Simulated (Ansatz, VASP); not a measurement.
## Two plane-wave programs on KI

INCAR

```
SYSTEM = KI
PREC = Accurate
ENCUT = 520
EDIFF = 1E-6
ISMEAR = 0
SIGMA = 0.05
LREAL = .False.
LASPH = .True.
NELM = 80
ALGO = Normal
ISIF = 2
LWAVE = .False.
LCHARG = .False.
GGA = PE
NBANDS = 24
```

File KPOINTS:

```
Automatic mesh
0
Gamma
  10 10 6
  0 0 0
```

Contents of POSCAR:

```
KI
1.0
    2.5126600000     -4.2552270000      0.0000000000
    2.5126600000      4.2552270000      0.0000000000
    0.0000000000      0.0000000000      8.6765890000
K I
2 2
Direct
    0.5000000000      0.5000000000      0.5000000000
    0.5000000000      0.5000000000      0.0000000000
    0.8402300000      0.1597700000      0.2500000000
    0.1597700000      0.8402300000      0.7500000000
```

Input for Ansatz:

```yaml
crystal:
  lattice:
    - [2.51266, -4.255227, 0.0]
    - [2.51266, 4.255227, 0.0]
    - [0.0, 0.0, 8.676589]
  atoms:
    - { symbol: K, position: [0.5, 0.5, 0.5] }
    - { symbol: K, position: [0.5, 0.5, 0.0] }
    - { symbol: I, position: [0.84023, 0.15977, 0.25] }
    - { symbol: I, position: [0.15977, 0.84023, 0.75] }
basis:
  ecutwfc: 420
kpoints:
  mp_grid: { grid: [10, 10, 6] }
hamiltonian:
  xc: pbe
scf:
  occupations: { method: gaussian, width: 0.05 }
output:
  forces: true
  eigenvalues: true
  eigenstates:
    nscf_kmesh: { grid: [24, 24, 12] }
    top_band: c6
    de_dk: true
    localisation: true
  stress: true
checkpoint:
  write: ck
  compress: false
  write_wavefunctions: false
  write_every: 100000
```

Alike in both runs: task single point; functional PBE; k mesh 10 × 10 × 6; occupations gaussian, width 0.05 eV; no spin polarisation.

|  | VASP | Ansatz |
| --- | --- | --- |
| version | VASP 6.6.1 | Ansatz 0.2.0 |
| potentials or method | VASP PAW PBE potentials, release 64 (K_sv, I), cutoff 520 eV | scalar-relativistic, plane waves, PAW |
| valence electrons in the cell | 32 | 52 |

|  | VASP | Ansatz | Ansatz less VASP |
| --- | --- | --- | --- |
| gap on the k mesh at the Fermi level (eV) | 3.74 | 3.75 | +0.003 |
| pressure (GPa) | 0.0 | 0.0 | -0.02 |
| rms of the force components (eV/Å) | 0.013 | 0.013 | -0.0002 |

Atom by atom the forces differ by 0.000 eV/Å (rms over components). The functional is the same, so the differences come from potentials, cutoffs and numerics. VASP's potentials hold 32 valence electrons a cell and Ansatz's 52, so a difference there can come from the potentials and not from the codes.

Neither program's run includes spin-orbit coupling.
